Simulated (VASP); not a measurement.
# B3P3H7 in VASP: further runs

B3P3H7 is run at these levels: PBE; tasks: single point.

Program: VASP 6.6.1. These are calculated values, not measurements. Logs are shortened: lines on timing, memory, paths and dates and some standing lists are left out, and cuts for length are marked.

## Step 1: The cell of the first run

The cell holds a wire or tube with vacuum around it, 26 atoms: a = 16.200 Å, b = 16.500 Å, c = 4.548 Å, α = 90.00°, β = 90.00°, γ = 90.00°.

## Step 2: Single point, PBE

The input, INCAR:

```
PREC = Accurate
ENCUT = 520
EDIFF = 1E-7
ISMEAR = 0
SIGMA = 0.05
LREAL = Auto
LASPH = True
NELM = 100
ALGO = Normal
ISIF = 2
LWAVE = False
LCHARG = False
GGA = PE
NBANDS = 50
```

The input, KPOINTS:

```
regular mesh
0
Gamma
  1 1 7
```

The input, POSCAR:

```
B3P3H7
1.0
   16.2000000000      0.0000000000      0.0000000000
    0.0000000000     16.5000000000      0.0000000000
    0.0000000000      0.0000000000      4.5483038583
B P H
6 6 14
Direct
    0.5391934113      0.5384808038      0.0000000000
    0.5391934113      0.4006534142      0.5000000000
    0.5391934113      0.6763081935      0.5000000000
    0.3988136626      0.5384808038      0.5000000000
    0.6795731600      0.5384808038      0.5000000000
    0.3988136626      0.4006534142      0.0000000000
    0.6093832857      0.6073944987      0.7500000000
    0.3286237882      0.4695671090      0.2500000000
    0.6093832857      0.4695671090      0.2500000000
    0.4690035370      0.3317397194      0.2500000000
    0.4690035370      0.6073944987      0.2500000000
    0.4690035370      0.4695671090      0.7500000000
    0.6599905315      0.6570816127      0.9302512338
    0.5816037089      0.3590142130      0.6510556114
    0.5816037089      0.7179473947      0.3489443886
    0.4967831138      0.7179473947      0.6510556114
    0.2780165424      0.5192542231      0.0697487662
    0.2780165424      0.4198799949      0.4302512338
    0.6599905315      0.4198799949      0.0697487662
    0.3564033650      0.5801200051      0.6510556114
    0.7219834576      0.5801200051      0.3489443886
    0.7219834576      0.4968416026      0.6510556114
    0.5196107828      0.2820526053      0.0697487662
    0.4183962911      0.2820526053      0.4302512338
    0.4183962911      0.6570816127      0.0697487662
    0.3564033650      0.3590142130      0.8489443886
```

Potentials or basis: VASP PAW PBE potentials, release 64 (B, P, H).

Run with:

```
cat potpaw_PBE.64/B/POTCAR potpaw_PBE.64/P/POTCAR potpaw_PBE.64/H/POTCAR > POTCAR
mpirun -np 1 vasp_std > vasp.out
```

OUTCAR:

```text
PREC = Accurate
   ENCUT = 520
   EDIFF = 1E-7
   ISMEAR = 0
   LREAL = Auto
   LASPH = True
   NELM = 100
   ISIF = 2
   GGA = PE

 ion  position               nearest neighbor table
   1  0.539  0.538  0.000-  12 1.97   9 1.97  11 1.97   7 1.97
   2  0.539  0.401  0.500-  14 1.19  12 1.97  10 1.97   9 1.97
   3  0.539  0.676  0.500-  16 1.19  15 1.19  11 1.97   7 1.97
   4  0.399  0.538  0.500-  20 1.19  12 1.97   8 1.97  11 1.97
   5  0.680  0.538  0.500-  22 1.19  21 1.19   9 1.97   7 1.97
   6  0.399  0.401  0.000-  26 1.19  10 1.97  12 1.97   8 1.97
   7  0.609  0.607  0.750-  13 1.42   3 1.97   5 1.97   1 1.97
   8  0.329  0.470  0.250-  17 1.42  18 1.42   4 1.97   6 1.97
   9  0.609  0.470  0.250-  19 1.42   5 1.97   1 1.97   2 1.97
  10  0.469  0.332  0.250-  23 1.42  24 1.42   2 1.97   6 1.97
  11  0.469  0.607  0.250-  25 1.42   3 1.97   1 1.97   4 1.97
  12  0.469  0.470  0.750-   1 1.97   2 1.97   4 1.97   6 1.97
  13  0.660  0.657  0.930-   7 1.42
  14  0.582  0.359  0.651-   2 1.19
  15  0.582  0.718  0.349-   3 1.19
  16  0.497  0.718  0.651-   3 1.19
  17  0.278  0.519  0.070-   8 1.42
  18  0.278  0.420  0.430-   8 1.42
  19  0.660  0.420  0.070-   9 1.42
  20  0.356  0.580  0.651-   4 1.19
  21  0.722  0.580  0.349-   5 1.19
  22  0.722  0.497  0.651-   5 1.19
  23  0.520  0.282  0.070-  10 1.42
  24  0.418  0.282  0.430-  10 1.42
  25  0.418  0.657  0.070-  11 1.42
  26  0.356  0.359  0.849-   6 1.19

  LATTYP: Found a simple orthorhombic cell.
 ALAT       =     4.5483038583
 B/A-ratio  =     3.5617673103
 C/A-ratio  =     3.6277259642

  Lattice vectors:

 A1 = (   0.0000000000,   0.0000000000,   4.5483038583)
 A2 = (  16.2000000000,   0.0000000000,   0.0000000000)
 A3 = (   0.0000000000,  16.5000000000,   0.0000000000)

Analysis of symmetry for initial positions (statically):
=====================================================================
 Subroutine PRICEL returns:
 Original cell was already a primitive cell.

 Routine SETGRP: Setting up the symmetry group for a
 simple orthorhombic supercell.

 Subroutine GETGRP returns: Found  1 space group operations
 (whereof  1 operations were pure point group operations)
 out of a pool of  8 trial point group operations.

The static configuration has the point symmetry C_1 .

Analysis of symmetry for dynamics (positions and initial velocities):
=====================================================================
 Subroutine PRICEL returns:
 Original cell was already a primitive cell.

 Routine SETGRP: Setting up the symmetry group for a
 simple orthorhombic supercell.

 Subroutine GETGRP returns: Found  1 space group operations
 (whereof  1 operations were pure point group operations)
 out of a pool of  8 trial point group operations.

The dynamic configuration has the point symmetry C_1 .

 Subroutine INISYM returns: Found  1 space group operations
 (whereof  1 operations are pure point group operations),
 and found     1 'primitive' translations

----------------------------------------------------------------------------------------

                                     Primitive cell

  volume of cell :    1215.7616

  direct lattice vectors                    reciprocal lattice vectors
    16.200000000  0.000000000  0.000000000     0.061728395  0.000000000  0.000000000
     0.000000000 16.500000000  0.000000000     0.000000000  0.060606061  0.000000000
     0.000000000  0.000000000  4.548303858     0.000000000  0.000000000  0.219862180

  length of vectors
    16.200000000 16.500000000  4.548303858     0.061728395  0.060606061  0.219862180

  position of ions in fractional coordinates (direct lattice)
     0.539193411  0.538480804  0.000000000
     0.539193411  0.400653414  0.500000000
     0.539193411  0.676308193  0.500000000
     0.398813663  0.538480804  0.500000000
     0.679573160  0.538480804  0.500000000
     0.398813663  0.400653414  0.000000000
[... 18 lines left out ...]
     0.418396291  0.657081613  0.069748766
     0.356403365  0.359014213  0.848944389

  ion indices of the primitive-cell ions
   primitive index   ion index
                 1           1
                 2           2
                 3           3
                 4           4
                 5           5
                 6           6
[... 18 lines left out ...]
                25          25
                26          26

----------------------------------------------------------------------------------------

 KPOINTS: regular mesh

Automatic generation of k-mesh.
 Grid dimensions read from file:
 generate k-points for:    1    1    7

 Generating k-lattice:

  Cartesian coordinates                     Fractional coordinates (reciprocal lattice)
     0.061728395  0.000000000  0.000000000     1.000000000  0.000000000  0.000000000
     0.000000000  0.060606061  0.000000000     0.000000000  1.000000000  0.000000000
     0.000000000  0.000000000  0.031408883     0.000000000  0.000000000  0.142857143

  Length of vectors
     0.061728395  0.060606061  0.031408883

  Shift w.r.t. Gamma in fractional coordinates (k-lattice)
     0.000000000  0.000000000  0.000000000

 Subroutine IBZKPT returns following result:
 ===========================================

 Found      4 irreducible k-points:

 Following reciprocal coordinates:
            Coordinates               Weight
  0.000000  0.000000  0.000000      1.000000
  0.000000  0.000000  0.142857      2.000000
  0.000000  0.000000  0.285714      2.000000
  0.000000  0.000000  0.428571      2.000000
   k-points           NKPTS =      4   k-points in BZ     NKDIM =      4   number of bands    NBANDS=     50
   number of dos      NEDOS =    301   number of ions     NIONS =     26
   total plane-waves  NPLWV = 544320
   dimension x,y,z NGX =   120 NGY =  126 NGZ =   36
   dimension x,y,z NGXF=   240 NGYF=  252 NGZF=   72
   ions per type =               6   6  14
   NGX,Y,Z   is equivalent  to a cutoff of  12.31, 12.70, 13.16 a.u.
   NGXF,Y,Z  is equivalent  to a cutoff of  24.63, 25.39, 26.32 a.u.
 SYSTEM =  unknown system
   PREC   = accura    normal or accurate (medium, high low for compatibility)
   ISTART =      0    job   : 0-new  1-cont  2-samecut
   ICHARG =      2    charge: 1-file 2-atom 10-const
   ISPIN  =      1    spin polarized calculation?
   LNONCOLLINEAR =      F non collinear calculations
   LSORBIT =      F    spin-orbit coupling
   LASPH  =      T    aspherical Exc in radial PAW
   ENCUT  =  520.0 eV  38.22 Ry    6.18 a.u.  30.12 30.68  8.46*2*pi/ulx,y,z
   NELM   =    100;   NELMIN=  2; NELMDL= -5     # of ELM steps
   EDIFF  = 0.1E-06   stopping-criterion for ELM
   LREAL  =      T    real-space projection
   EDIFFG = 0.1E-05   stopping-criterion for IOM
   NSW    =      0    number of steps for IOM
   IBRION =     -1    ionic relax: 0-MD 1-quasi-New 2-CG
   NFREE  =      0    steps in history (QN), initial steepest desc. (CG)
   ISIF   =      2    stress and relaxation
   ISYM   =      2    0-nonsym 1-usesym 2-fastsym
   POTIM  = 0.5000    time-step for ionic-motion
   TEBEG  =    0.0;   TEEND  =   0.0 temperature during run
   PSTRESS=    0.0 pullay stress
   NELECT =      62.0000    total number of electrons
   NUPDOWN=      -1.0000    fix difference up-down
   EMIN   =  10.00;   EMAX   =-10.00  energy-range for DOS
   EFERMI =   0.00;   METHOD = LEGACY
   ISMEAR =     0;   SIGMA  =   0.05  broadening in eV -4-tet -1-fermi 0-gaus
   EFERMI_NEDOS =   21; number of points for ismear=-14 and -15
   IALGO  =     38    algorithm
   IMIX   =      4    mixing-type and parameters
     AMIX     =   0.40;   BMIX     =  1.00
     AMIX_MAG =   1.60;   BMIX_MAG =  1.00
  volume/ion in A,a.u.               =      46.76       315.55
  Fermi-wavevector in a.u.,A,eV,Ry     =   0.607094  1.147241  5.014605  0.368563
  Thomas-Fermi vector in A             =   1.661429
   LORBIT       =      0    0 simple, 1 ext, 2 COOP (PROOUT), +10 PAW based schemes
   GGA     = PE    functional components
   LHFCALC =     F    Hartree Fock is set to
   AEXX    =    0.0000 exact exchange contribution
   IVDW    =     0    specifies the selected vdW correction
   LEPSILON=     F    determine dielectric tensor
   LRPA    =     F    only Hartree local field effects (RPA)
 non-spin polarized calculation
 Gauss-broadening in eV      SIGMA  =   0.05
  energy-cutoff  :      520.00
  volume of cell :     1215.76
 maximum number of plane-waves:     32813
   NGX = 61   NGY = 61   NGZ = 17

 number of electron      62.0000006 magnetization

 Free energy of the ion-electron system (eV)
  ---------------------------------------------------
  ext. energy  EPLUGINS =         0.00000000
  ---------------------------------------------------
  free energy    TOTEN  =      -124.33699941 eV

  energy without entropy =     -124.33699941  energy(sigma->0) =     -124.33699941

 E-fermi :  -3.8075     XC(G=0):  -2.4674

 val. band max:       -4.0637231432   @ k =   0.0000   0.0000   0.0000
 cond. band min:      -0.5539962890   @ k =   0.0000   0.0000   0.0000
 fundamental gap:      3.5097268542
 Fermi energy:        -3.8075189300

 k-point     1 :       0.0000    0.0000    0.0000
  band No.  band energies     occupation
      1     -17.1524      2.00000
      2     -15.8534      2.00000
      3     -15.8283      2.00000
      4     -14.4500      2.00000
      5     -14.1697      2.00000
      6     -13.4128      2.00000
[... 35 lines left out ...]
     42       1.3408      0.00000
     43       1.4691      0.00000

 k-point     2 :       0.0000    0.0000    0.1429
  band No.  band energies     occupation
      1     -17.0584      2.00000
      2     -15.7917      2.00000
      3     -15.7845      2.00000
      4     -14.4082      2.00000
      5     -14.2252      2.00000
      6     -13.6115      2.00000
[... 35 lines left out ...]
     42       1.3952      0.00000
     43       1.5194      0.00000

 k-point     3 :       0.0000    0.0000    0.2857
  band No.  band energies     occupation
      1     -16.7975      2.00000
      2     -15.7049      2.00000
      3     -15.6058      2.00000
      4     -14.5349      2.00000
      5     -14.3061      2.00000
      6     -13.9280      2.00000
[... 35 lines left out ...]
     42       1.6699      0.00000
     43       1.7330      0.00000

 k-point     4 :       0.0000    0.0000    0.4286
  band No.  band energies     occupation
      1     -16.4850      2.00000
      2     -15.6306      2.00000
      3     -15.4269      2.00000
      4     -14.9965      2.00000
      5     -14.2137      2.00000
      6     -14.0963      2.00000
[... 35 lines left out ...]
     42       1.8913      0.00000
     43       2.2143      0.00000
 [bands above 43 left out]

------------------------ aborting loop because EDIFF is reached ----------------------------------------

  FORCE on cell =-STRESS in cart. coord.  units (eV):
  Direction    XX          YY          ZZ          XY          YZ          ZX
  --------------------------------------------------------------------------------------
  -------------------------------------------------------------------------------------
  Total       -1.1416003     -1.1406709     -0.0813840     -0.0648606     -0.2882142     -0.2869222
  in kB       -1.5044447     -1.5032199     -0.1072510     -0.0854758     -0.3798197     -0.3781171
  external PRESSURE =      -1.0383052 kB  Pullay stress =       0.0000000 kB

 VOLUME and BASIS-vectors are now :
 -----------------------------------------------------------------------------
  energy-cutoff  :      520.00
  volume of cell :     1215.76
      direct lattice vectors                 reciprocal lattice vectors
    16.200000000  0.000000000  0.000000000     0.061728395  0.000000000  0.000000000
     0.000000000 16.500000000  0.000000000     0.000000000  0.060606061  0.000000000
     0.000000000  0.000000000  4.548303858     0.000000000  0.000000000  0.219862180

 POSITION                                       TOTAL-FORCE (eV/Angst)
 -----------------------------------------------------------------------------------
      8.73493      8.88493      0.00000         0.150715      0.151999     -0.244688
      8.73493      6.61078      2.27415        -0.147243     -0.242250     -0.385823
      8.73493     11.15909      2.27415        -0.031420     -0.164078      0.266841
      6.46078      8.88493      2.27415        -0.242783     -0.148648     -0.385552
     11.00909      8.88493      2.27415        -0.162632     -0.028586      0.267293
      6.46078      6.61078      0.00000        -0.094435     -0.095640      0.065193
[... 18 lines left out ...]
      6.77802     10.84185      0.31724         0.042889     -0.127160      0.011027
      5.77373      5.92373      3.86126        -0.323090     -0.324038     -0.287806
 -----------------------------------------------------------------------------------
    total drift:                               -0.006986      0.010045      0.000496

  FREE ENERGIE OF THE ION-ELECTRON SYSTEM (eV)
  ---------------------------------------------------
  free  energy   TOTEN  =      -124.3369994106 eV

  energy  without entropy=     -124.3369994106  energy(sigma->0) =     -124.33699941
```

It took 12 min on 1 thread of Intel Xeon Platinum 8488C (Sapphire Rapids), shared host; peak memory 1.1 GiB.

What came out:

* Free energy: -124.3370 eV
* Largest force: 1.385 eV/Å
* Band gap on the k mesh: 3.51 eV

Forces on the atoms (eV/Å):
```
B    0.151  0.152 -0.245
B   -0.147 -0.242 -0.386
B   -0.031 -0.164  0.267
B   -0.243 -0.149 -0.386
B   -0.163 -0.029  0.267
B   -0.094 -0.096  0.065
P   -0.431 -0.431 -1.039
P    1.351  0.118  0.284
P   -0.327  0.706  0.742
P    0.112  1.350  0.282
P    0.704 -0.324  0.742
P    0.160  0.163 -0.305
H   -0.115 -0.116 -0.052
H    0.280 -0.339  0.242
H    0.331  0.147 -0.386
H   -0.475  0.230  0.286
H   -0.224 -0.316  0.163
H   -0.323  0.165 -0.290
H   -0.126  0.042  0.011
H   -0.338  0.279  0.242
H    0.148  0.330 -0.386
H    0.231 -0.476  0.286
H   -0.315 -0.225  0.163
H    0.166 -0.324 -0.290
H    0.043 -0.127  0.011
H   -0.323 -0.324 -0.288
```

## Step 3: Single point, PBE

This run uses another cell than the first one.

The input, INCAR:

```
SYSTEM = B3P3H7
PREC = Accurate
ENCUT = 520
EDIFF = 1E-7
ISMEAR = 0
SIGMA = 0.05
LREAL = Auto
LASPH = .True.
NELM = 100
ALGO = Normal
ISIF = 2
LWAVE = .False.
LCHARG = .False.
GGA = PE
NBANDS = 50
```

The input, KPOINTS:

```
Automatic mesh
0
Gamma
  1 1 7
  0 0 0
```

The input, POSCAR:

```
B3P3H7
1.0
   16.2000000000      0.0000000000      0.0000000000
    0.0000000000     16.5000000000      0.0000000000
    0.0000000000      0.0000000000      4.6169353108
B P H
6 6 14
Direct
    0.5397385554      0.5390017860     -0.0003634794
    0.5396787712      0.4011338825      0.5008305651
    0.5386158326      0.6779240168      0.5081847810
    0.3993168895      0.5389988441      0.5008190949
    0.6812390818      0.5378340052      0.5082028531
    0.3981632887      0.4000647924     -0.0074914318
    0.6076851791      0.6056834206      0.7395886285
    0.3346228861      0.4705964834      0.2461193985
    0.6082848504      0.4733910654      0.2626069936
    0.4699745199      0.3376562528      0.2461268899
    0.4729398369      0.6063298287      0.2626049371
    0.4692033288      0.4697794369      0.7497722340
    0.6572741787      0.6543506389      0.9235899655
    0.5828624611      0.3563384773      0.6421575833
    0.5821886703      0.7192309303      0.3547656889
    0.4912666466      0.7162386377      0.6581043975
    0.2808356013      0.5180823818      0.0732573655
    0.2753928647      0.4239725650      0.4003065821
    0.6569995996      0.4217140154      0.0856621932
    0.3537172337      0.5814184780      0.6421574521
    0.7233368226      0.5805938980      0.3547922481
    0.7202390032      0.4913214236      0.6581189128
    0.5183135012      0.2848197870      0.0732702305
    0.4224667748      0.2795211917      0.4003307995
    0.4203308635      0.6541827686      0.0856584580
    0.3536761371      0.3563959463      0.8516310360
```

Potentials or basis: VASP PAW PBE potentials, release 64 (B, P, H).

Run with:

```
cat potpaw_PBE.64/B/POTCAR potpaw_PBE.64/P/POTCAR potpaw_PBE.64/H/POTCAR > POTCAR
mpirun -np 1 vasp_std > vasp.out
```

It took 17 min on 1 thread of Intel Xeon Platinum 8488C (Sapphire Rapids), shared host; peak memory 1.1 GiB.

Results (log left out):

| Item | Value |
| --- | --- |
| Free energy | -124.7489 eV |
| Largest force | 0.040 eV/Å |
| Band gap on the k mesh | 3.67 eV |

Forces on the atoms (eV/Å):
```
B   -0.010 -0.007 -0.008
B   -0.007  0.019 -0.010
B    0.001 -0.019  0.000
B    0.019 -0.007 -0.010
B   -0.019  0.002 -0.001
B    0.006  0.004  0.007
P    0.019  0.019  0.024
P   -0.039  0.006  0.006
P    0.013 -0.024 -0.014
P    0.006 -0.039  0.006
P   -0.026  0.013 -0.016
P    0.015  0.015 -0.003
H   -0.021 -0.021 -0.027
H    0.006 -0.013  0.007
H    0.009  0.005 -0.009
H   -0.007  0.006  0.007
H    0.023 -0.015  0.017
H    0.022  0.015 -0.016
H   -0.021  0.018  0.018
H   -0.012  0.006  0.007
H    0.005  0.009 -0.008
H    0.006 -0.008  0.007
H   -0.015  0.022  0.017
H    0.015  0.022 -0.016
H    0.018 -0.021  0.018
H   -0.007 -0.007 -0.004
```

Levels at points of the mesh, in eV from the valence-band top:
| k point | band 27 | band 28 | band 29 | band 30 | band 31 | band 32 | band 33 | band 34 | band 35 | band 36 |
| --- | --- | --- | --- | --- | --- | --- | --- | --- | --- | --- |
| (0.00, 0.00, 0.00) | -1.04 | -0.94 | -0.54 | -0.04 | 0.00 | 3.67 | 3.92 | 4.01 | 4.04 | 4.31 |
